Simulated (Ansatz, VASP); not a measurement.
Nb in VASP and in Ansatz

Contents of INCAR:

```
SYSTEM = Nb
PREC = Accurate
ENCUT = 520
EDIFF = 1E-8
ISMEAR = -1
SIGMA = 0.03
LREAL = .False.
LASPH = .True.
NELM = 100
ALGO = Normal
ISIF = 2
LWAVE = .False.
LCHARG = .False.
GGA = CA
LEFG = .True.
NBANDS = 12
```

The input KPOINTS:

```
Automatic mesh
0
Gamma
  13 13 13
  0 0 0
```

The input POSCAR:

```
Nb
1.0
    0.0000000000      2.1361500000      2.1150000000
    2.1361500000      0.0000000000      2.1150000000
    2.1361500000      2.1361500000      0.0000000000
Nb
1
Direct
    0.0000000000      0.0000000000      0.0000000000
```

Input for Ansatz:

```yaml
crystal:
  lattice:
    - [0.0, 2.13615, 2.115]
    - [2.13615, 0.0, 2.115]
    - [2.13615, 2.13615, 0.0]
  atoms:
    - { symbol: Nb, position: [0.0, 0.0, 0.0] }
kpoints:
  mp_grid: { grid: [13, 13, 13] }
scf:
  occupations: { method: fermi_dirac, width: 0.03 }
hamiltonian:
  xc: lda
  pseudopotentials: { kind: all_electron, datasets: crystal }
output:
  forces: true
  stress: true
  eigenvalues: true
  efg: { contact_densities: true }
```

Change from the starting cell: equal xx and yy strain of +1 %, crystal datasets.

Alike in both runs: task electric field gradients; functional LDA; k mesh 13 × 13 × 13; occupations fermi-dirac, width 0.03 eV; no spin polarisation.

|  | VASP | Ansatz |
| --- | --- | --- |
| version | VASP 6.6.1 | Ansatz 0.2.0 |
| potentials or method | VASP PAW LDA potentials, release 64 (Nb_sv), cutoff 520 eV | all-electron PAW with datasets made for the crystal, scalar-relativistic |

|  | VASP | Ansatz | Ansatz less VASP |
| --- | --- | --- | --- |
| pressure (GPa) | -13.2 | -13.1 | +0.10 |
| traceless stress, the component that is largest in VASP (GPa) | -1.75 | -1.75 | +0.001 |
| size of Vzz on the site where it differs most (V/Å²) | 8.2 | 8.2 | -0.02 |

LDA's correlation is that of Perdew and Zunger in VASP and of Perdew and Wang (1992) in Ansatz. Ansatz ran all-electron here, and VASP with PAW potentials.
